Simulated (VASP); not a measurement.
Wanted: the native input for a VASP 6.6.1 run.

| Quantity | Value |
| --- | --- |
| Task | single point |
| Functional | PBEsol |
| Potentials or basis | VASP PAW PBE potentials, release 64 (Zn, S) |
| Cutoff | 500 eV |
| k mesh | 8 × 8 × 8 |
| Occupations | gaussian, width 0.01 eV |
| Spin | no spin polarisation |
| Dipole correction | no |
| Further INCAR settings | ALGO = Normal; EDIFF = 1e-06; NBANDS = 16 |

The structure of ZnS lies in POSCAR:

```
ZnS
1.0
    2.6509919054      2.6509919054      0.0000000000
   -2.6509919054      2.6509919054      0.0000000000
    0.0000000000      2.6509919054      2.7108988110
Zn S
1 1
Direct
    0.7500000000      0.2500000000      0.5000000000
    0.0000000000      0.0000000000      0.0000000000
```

This cell differs from its parent crystal: film at in-plane strain -0.01.

One way to write it, as run:

INCAR

```
ALGO     = Normal         # electronic algorithm
EDIFF    = 1E-6           # SCF threshold, eV
ENCUT    = 500            # plane-wave cutoff, eV
GGA      = PS             # functional
GGA_COMPAT= F            
ISIF     = 2              # what is computed and relaxed
ISMEAR   = 0              # smearing method
LASPH    = T              # aspherical terms in the spheres
LCHARG   = T              # write CHGCAR
LELF     = T              # ELF
LREAL    = F              # projectors in reciprocal space
LVHAR    = T            
LWAVE    = F              # write WAVECAR
NBANDS   = 16             # bands
NELM     = 120            # most SCF steps
PREC     = Accurate       # precision mode
SIGMA    = 0.01           # smearing width, eV
```

KPOINTS

```
k-points
0
Gamma
  8 8 8
```

Potentials or basis: VASP PAW PBE potentials, release 64 (Zn, S).

Command:

```console
$ cat potpaw_PBE.64/Zn/POTCAR potpaw_PBE.64/S/POTCAR > POTCAR
$ mpirun -np 1 vasp_std > vasp.out
```

It gave:

* Pressure: 0.8 GPa
* Band gap on the k mesh: 2.10 eV, direct

Caveat: the cell differs from its parent crystal (film at in-plane strain -0.01); the PAW data sets were made with another functional, which shifts forces and pressure a little.

Wall time 28 s on 1 thread of Intel(R) Xeon(R) Platinum 8488C (Sapphire Rapids), on a shared host, peak memory 0.17 GiB.
